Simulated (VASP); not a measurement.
# CoPtO2 (R-3m) in VASP: single point with PBE+U

Aim: the single point of CoPtO2 with PBE+U.

Everything below comes from runs of VASP 6.6.1. Logs are shortened: lines on timing, memory, paths and dates and some standing lists are left out, and cuts for length are marked.

### Step 1. The cell of the first run

It takes space group R-3m (No. 166, trigonal). Conventional cell: a = 2.994 Å, b = 2.994 Å, c = 18.168 Å, α = 90.00°, β = 90.00°, γ = 120.00°. Within 2.6 Å of Pt (site symmetry -3m) lie 2 O at 1.97 Å. Co (site symmetry -3m) has 6 O at 2.02 Å within 2.7 Å. Within 2.6 Å of O (site symmetry 3m) lie 1 Pt at 1.97 Å and 3 Co at 2.02 Å.

### Step 2. Single point, PBE+U, collinear spin, ferrimagnetic start (11.75 Å³/atom)

The input, INCAR:

```
SYSTEM = CoPtO2
PREC = Accurate ; ENCUT = 520
EDIFF = 1E-6 ; ISMEAR = 0
SIGMA = 0.05 ; LREAL = .False.
LASPH = .True. ; NELM = 150
ALGO = Normal ; ISIF = 2
LWAVE = .False. ; LCHARG = .False.
ISPIN = 2 ; MAGMOM = -0.24 2.46 -0.09 -0.09
LORBIT = 11 ; LMAXMIX = 4
LDAU = .True. ; LDAUTYPE = 2
LDAUL = -1 2 -1 ; LDAUU = 0 3.3 0
LDAUJ = 0 0 0 ; LDAUPRINT = 1
GGA = PE ; NBANDS = 28
```

The input, KPOINTS:

```
regular mesh
0
Gamma
  12 12 12
  0 0 0
```

The input, POSCAR:

```
CoPtO2
1.0
    1.4969510801      0.8642651091      6.0558865544
   -1.4969510801      0.8642651091      6.0558865544
    0.0000000000     -1.7285302181      6.0558865544
Pt Co O
1 1 2
Direct
    0.0000000000      0.0000000000      0.0000000000
    0.5000000000      0.5000000000      0.5000000000
    0.1086211813      0.1086211813      0.1086211813
    0.8913788187      0.8913788187      0.8913788187
```

Potentials or basis: VASP PAW PBE potentials, release 64 (Pt, Co, O).

On the command line:

```sh
cat potpaw_PBE.64/Pt/POTCAR potpaw_PBE.64/Co/POTCAR potpaw_PBE.64/O/POTCAR > POTCAR
mpirun -np 1 vasp_std > vasp.out
```

OUTCAR:

```text
SYSTEM = CoPtO2
   PREC = Accurate
   ENCUT = 520
   EDIFF = 1E-6
   ISMEAR = 0
   LREAL = .False.
   LASPH = .True.
   NELM = 150
   ISIF = 2
   ISPIN = 2
   LORBIT = 11
   GGA = PE

 ion  position               nearest neighbor table
   1  0.000  0.000  0.000-   3 1.97   4 1.97
   2  0.500  0.500  0.500-   3 2.02   3 2.02   4 2.02   4 2.02   3 2.02   4 2.02
   3  0.109  0.109  0.109-   1 1.97   2 2.02   2 2.02   2 2.02
   4  0.891  0.891  0.891-   1 1.97   2 2.02   2 2.02   2 2.02

  LATTYP: Found a trigonal (rhomboedric) cell.
 ALAT       =     6.2977439353
 COS(alpha) =     0.8870008401

  Lattice vectors:

 A1 = (   1.4969510801,   0.8642651091,   6.0558865544)
 A2 = (  -1.4969510801,   0.8642651091,   6.0558865544)
 A3 = (   0.0000000000,  -1.7285302181,   6.0558865544)

Analysis of symmetry for initial positions (statically):
=====================================================================
 Subroutine PRICEL returns:
 Original cell was already a primitive cell.

 Routine SETGRP: Setting up the symmetry group for a
 trigonal (rhombohedral) supercell.

 Subroutine GETGRP returns: Found 12 space group operations
 (whereof 12 operations were pure point group operations)
 out of a pool of 12 trial point group operations.

The static configuration has the point symmetry D_3d.

Analysis of symmetry for dynamics (positions and initial velocities):
=====================================================================
 Subroutine PRICEL returns:
 Original cell was already a primitive cell.

 Routine SETGRP: Setting up the symmetry group for a
 trigonal (rhombohedral) supercell.

 Subroutine GETGRP returns: Found 12 space group operations
 (whereof 12 operations were pure point group operations)
 out of a pool of 12 trial point group operations.

The dynamic configuration has the point symmetry D_3d.

Analysis of structural, dynamic, and magnetic symmetry:
=====================================================================
 Subroutine PRICEL returns:
 Original cell was already a primitive cell.

 Routine SETGRP: Setting up the symmetry group for a
 trigonal (rhombohedral) supercell.

 Subroutine GETGRP returns: Found 12 space group operations
 (whereof 12 operations were pure point group operations)
 out of a pool of 12 trial point group operations.

The overall configuration has the point symmetry D_3d.

 Subroutine INISYM returns: Found 12 space group operations
 (whereof 12 operations are pure point group operations),
 and found     1 'primitive' translations

----------------------------------------------------------------------------------------

                                     Primitive cell

  volume of cell :      47.0093

  direct lattice vectors                    reciprocal lattice vectors
     1.496951080  0.864265109  6.055886554     0.334012251  0.192842063  0.055042863
    -1.496951080  0.864265109  6.055886554    -0.334012251  0.192842063  0.055042863
     0.000000000 -1.728530218  6.055886554     0.000000000 -0.385684126  0.055042863

  length of vectors
     6.297743935  6.297743935  6.297743935     0.389592045  0.389592045  0.389592045

  position of ions in fractional coordinates (direct lattice)
     0.000000000  0.000000000  0.000000000
     0.500000000  0.500000000  0.500000000
     0.108621181  0.108621181  0.108621181
     0.891378819  0.891378819  0.891378819

  ion indices of the primitive-cell ions
   primitive index   ion index
                 1           1
                 2           2
                 3           3
                 4           4

----------------------------------------------------------------------------------------

 KPOINTS: regular mesh
[... 77 lines left out ...]
   TEBEG  =    0.0;   TEEND  =   0.0 temperature during run
   PSTRESS=    0.0 pullay stress
   NELECT =      31.0000    total number of electrons
   NUPDOWN=      -1.0000    fix difference up-down
   EMIN   =  10.00;   EMAX   =-10.00  energy-range for DOS
   EFERMI =   0.00;   METHOD = LEGACY
   ISMEAR =     0;   SIGMA  =   0.05  broadening in eV -4-tet -1-fermi 0-gaus
   EFERMI_NEDOS =   21; number of points for ismear=-14 and -15
   IALGO  =     38    algorithm
   IMIX   =      4    mixing-type and parameters
     AMIX     =   0.40;   BMIX     =  1.00
     AMIX_MAG =   1.60;   BMIX_MAG =  1.00
  volume/ion in A,a.u.               =      11.75        79.31
  Fermi-wavevector in a.u.,A,eV,Ry     =   1.424954  2.692773 27.626550  2.030494
  Thomas-Fermi vector in A             =   2.545390
   LORBIT       =     11    0 simple, 1 ext, 2 COOP (PROOUT), +10 PAW based schemes
 LDA+U is selected, type is set to LDAUTYPE =  2
   angular momentum for each species LDAUL =    -1    2   -1
   U (eV)           for each species LDAUU =   0.0  3.3  0.0
   J (eV)           for each species LDAUJ =   0.0  0.0  0.0
   GGA     = PE    functional components
   LHFCALC =     F    Hartree Fock is set to
   AEXX    =    0.0000 exact exchange contribution
   IVDW    =     0    specifies the selected vdW correction
   LEPSILON=     F    determine dielectric tensor
   LRPA    =     F    only Hartree local field effects (RPA)
 spin polarized calculation
 Gauss-broadening in eV      SIGMA  =   0.05
  energy-cutoff  :      520.00
  volume of cell :       47.01
 maximum number of plane-waves:      1293
   NGX = 23   NGY = 23   NGZ = 23

atom =   2  type =  2  l = 2

 onsite density matrix

spin component  1

  0.9593  0.0000  0.0000  0.0119  0.0000
  0.0000  0.9495  0.0000  0.0000  0.0119
  0.0000  0.0000  0.9677  0.0000  0.0000
  0.0119  0.0000  0.0000  0.9495  0.0000
  0.0000  0.0119  0.0000  0.0000  0.9593

spin component  2

  0.4844 -0.0000  0.0000  0.2094  0.0000
 -0.0000  0.3874  0.0000 -0.0000  0.2094
  0.0000  0.0000  0.6497  0.0000  0.0000
  0.2094 -0.0000  0.0000  0.3874 -0.0000
  0.0000  0.2094  0.0000 -0.0000  0.4844

 occupancies and eigenvectors

  o =  0.2210  v =  0.0000  0.0000  0.0000  0.0000  0.0000  0.6222  0.0000 -0.0000 -0.7828 -0.0000      0.0000  0.0000  0.0000  0.0000  0.0000  0.0000  0.0000  0.0000  0.0000  0.0000
  o =  0.2210  v =  0.0000  0.0000  0.0000  0.0000  0.0000  0.0000  0.7828 -0.0000  0.0000 -0.6222      0.0000  0.0000  0.0000  0.0000  0.0000  0.0000  0.0000  0.0000  0.0000  0.0000
  o =  0.6497  v =  0.0000  0.0000  0.0000  0.0000  0.0000  0.0000  0.0000 -1.0000  0.0000  0.0000      0.0000  0.0000  0.0000  0.0000  0.0000  0.0000  0.0000  0.0000  0.0000  0.0000
  o =  0.6509  v =  0.0000  0.0000  0.0000  0.0000  0.0000  0.0000 -0.6222 -0.0000  0.0000 -0.7828      0.0000  0.0000  0.0000  0.0000  0.0000  0.0000  0.0000  0.0000  0.0000  0.0000
  o =  0.6509  v =  0.0000  0.0000  0.0000  0.0000  0.0000 -0.7828  0.0000 -0.0000 -0.6222 -0.0000      0.0000  0.0000  0.0000  0.0000  0.0000  0.0000  0.0000  0.0000  0.0000  0.0000
  o =  0.9415  v = -0.5579  0.0000  0.0000  0.8299  0.0000  0.0000  0.0000  0.0000  0.0000  0.0000      0.0000  0.0000  0.0000  0.0000  0.0000  0.0000  0.0000  0.0000  0.0000  0.0000
  o =  0.9415  v =  0.0000 -0.8299 -0.0000  0.0000  0.5579  0.0000  0.0000  0.0000  0.0000  0.0000      0.0000  0.0000  0.0000  0.0000  0.0000  0.0000  0.0000  0.0000  0.0000  0.0000
  o =  0.9673  v =  0.0000  0.5579 -0.0000  0.0000  0.8299  0.0000  0.0000  0.0000  0.0000  0.0000      0.0000  0.0000  0.0000  0.0000  0.0000  0.0000  0.0000  0.0000  0.0000  0.0000
  o =  0.9673  v = -0.8299  0.0000 -0.0000 -0.5579 -0.0000  0.0000  0.0000  0.0000  0.0000  0.0000      0.0000  0.0000  0.0000  0.0000  0.0000  0.0000  0.0000  0.0000  0.0000  0.0000
  o =  0.9677  v =  0.0000 -0.0000 -1.0000  0.0000 -0.0000  0.0000  0.0000  0.0000  0.0000  0.0000      0.0000  0.0000  0.0000  0.0000  0.0000  0.0000  0.0000  0.0000  0.0000  0.0000

 number of electron      30.9999999 magnetization       2.2911648

 Free energy of the ion-electron system (eV)
  ---------------------------------------------------
  ext. energy  EPLUGINS =         0.00000000
  ---------------------------------------------------
  free energy    TOTEN  =       -23.29081071 eV

  energy without entropy =      -23.27955434  energy(sigma->0) =      -23.28518253

 E-fermi :   6.4549     XC(G=0): -11.8814

 val. band max:        6.4542228756   @ k =   0.4167   0.4167   0.4167
 cond. band min:       6.4559315086   @ k =  -0.2500   0.2500   0.0000
 fundamental gap:      0.0017086330
 Fermi energy:         6.4549443124

 spin component 1

 k-point     1 :       0.0000    0.0000    0.0000
  band No.  band energies     occupation
      1     -13.2493      1.00000
      2     -11.8312      1.00000
      3      -1.9116      1.00000
      4       0.3024      1.00000
      5       0.3024      1.00000
      6       0.5133      1.00000
[... 1433 lines left out ...]
     26      21.6210      0.00000
     27      23.4577      0.00000

 [... further k-points ...]

 [bands above 27 left out]

------------------------ aborting loop because EDIFF is reached ----------------------------------------

  FORCE on cell =-STRESS in cart. coord.  units (eV):
  Direction    XX          YY          ZZ          XY          YZ          ZX
  --------------------------------------------------------------------------------------
  -------------------------------------------------------------------------------------
  Total       -2.7130258     -2.7130258     -0.3167111      0.0000000     -0.0000000      0.0000000
  in kB      -92.4657597    -92.4657597    -10.7941952      0.0000000     -0.0000000      0.0000000
  external PRESSURE =     -65.2419049 kB  Pullay stress =       0.0000000 kB

 VOLUME and BASIS-vectors are now :
 -----------------------------------------------------------------------------
  energy-cutoff  :      520.00
  volume of cell :       47.01
      direct lattice vectors                 reciprocal lattice vectors
     1.496951080  0.864265109  6.055886554     0.334012251  0.192842063  0.055042863
    -1.496951080  0.864265109  6.055886554    -0.334012251  0.192842063  0.055042863
     0.000000000 -1.728530218  6.055886554     0.000000000 -0.385684126  0.055042863

 POSITION                                       TOTAL-FORCE (eV/Angst)
 -----------------------------------------------------------------------------------
      0.00000      0.00000      0.00000         0.000000     -0.000000      0.000000
      0.00000      0.00000      9.08383         0.000000     -0.000000      0.000000
      0.00000      0.00000      1.97339         0.000000     -0.000000     -0.176274
      0.00000      0.00000     16.19427         0.000000      0.000000      0.176274
 -----------------------------------------------------------------------------------
    total drift:                               -0.000000     -0.000000      0.000000

  FREE ENERGIE OF THE ION-ELECTRON SYSTEM (eV)
  ---------------------------------------------------
  free  energy   TOTEN  =       -23.2908107141 eV

  energy  without entropy=      -23.2795543436  energy(sigma->0) =      -23.28518253

 total charge

# of ion       s       p       d       tot
------------------------------------------
    1        0.609   0.509   7.939   9.057
    2        0.346   0.461   7.152   7.958
    3        1.564   3.412   0.000   4.976
    4        1.564   3.412   0.000   4.976
--------------------------------------------------
tot          4.082   7.794  15.091  26.967

 magnetization (x)

# of ion       s       p       d       tot
------------------------------------------
    1        0.000   0.009  -0.179  -0.169
    2        0.015   0.016   2.391   2.421
    3        0.013   0.011   0.000   0.024
    4        0.013   0.011   0.000   0.024
--------------------------------------------------
tot          0.040   0.048   2.212   2.300
```

Wall time 47 min (1 thread of Intel Xeon Platinum 8488C (Sapphire Rapids), shared host); peak memory 0.69 GiB.

Results:

| Quantity | Value |
| --- | --- |
| Free energy | -23.2908 eV |
| Pressure | -6.5 GPa |
| Largest force | 0.176 eV/Å |
| Net moment | 2.29 μB per cell |
| Site moments | Pt -0.17; Co +2.42; O +0.02 μB |
| Valence electrons inside the program's atomic spheres | Pt 9.06; Co 7.96; O 4.98 |

Forces in eV/Å, atoms in the order of the input:
```
Pt   0.000  0.000  0.000
Co   0.000  0.000  0.000
O    0.000  0.000 -0.176
O    0.000  0.000  0.176
```

Stress tensor (GPa, compression positive):
```
-9.25  0.00  0.00
 0.00 -9.25  0.00
 0.00  0.00 -1.08
```

Eigenvalues of the final occupation matrices:
```csv
site,spin,trace,eigenvalues
site 2 d,1,4.79,0.94 0.94 0.97 0.97 0.97
site 2 d,2,2.39,0.22 0.22 0.65 0.65 0.65
```

Caveat: the stress differs along the axes, from -9 to -1 GPa; spin-orbit coupling is left out, which moves the levels of the heavy elements; a cell with one magnetic atom can't hold antiferromagnetic order, which such compounds often take. The state reached can hang on the start; a lower one may exist.
